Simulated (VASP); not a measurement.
Hg:

```
Hg
1.0
     4.62250    0.00000    0.00000
    -2.31125    4.00320    0.00000
     0.00000    0.00000    5.24438
Hg
3
Cartesian
  1.0419 0.0000 1.7481
  -0.5210 0.9023 3.4963
  1.7903 3.1009 0.0000
```

Base run:

```yaml
Program: VASP 6.6.1
Functional: PBEsol
Potentials_or_basis: VASP PAW PBE potentials, release 64 (Hg)
Cutoff: 520 eV
k_mesh: 6 × 6 × 4
Occupations: gaussian, width 0.1 eV
Spin: no spin polarisation
```

Its results: band gap on the k mesh zero (band 18 reaches 3.74 eV, above the bottom of band 19 at -0.08 eV); pressure 7.2 GPa; largest force 3.313 eV/Å.

Q: The run is repeated on the same cell with these changes: potentials or basis from VASP PAW PBE potentials, release 64 (Hg) to VASP PAW PBE potentials, release 64 (Hg_sv_GW); cutoff from 520 eV to 500 eV; further incar settings from ALGO = Normal; EDIFF = 1e-06; NBANDS = 25 to ALGO = Normal; EDIFF = 1e-06; NBANDS = 37; valence electrons from 36 to 60. What comes out?

A: Band gap on the k mesh zero (band 30 reaches 6.10 eV, above the bottom of band 31 at 2.30 eV); pressure 5.7 GPa; largest force 3.126 eV/Å.

Caveats: the PAW data sets were made with another functional, which shifts forces and pressure a little; spin-orbit coupling is left out, which moves the levels of the heavy elements.
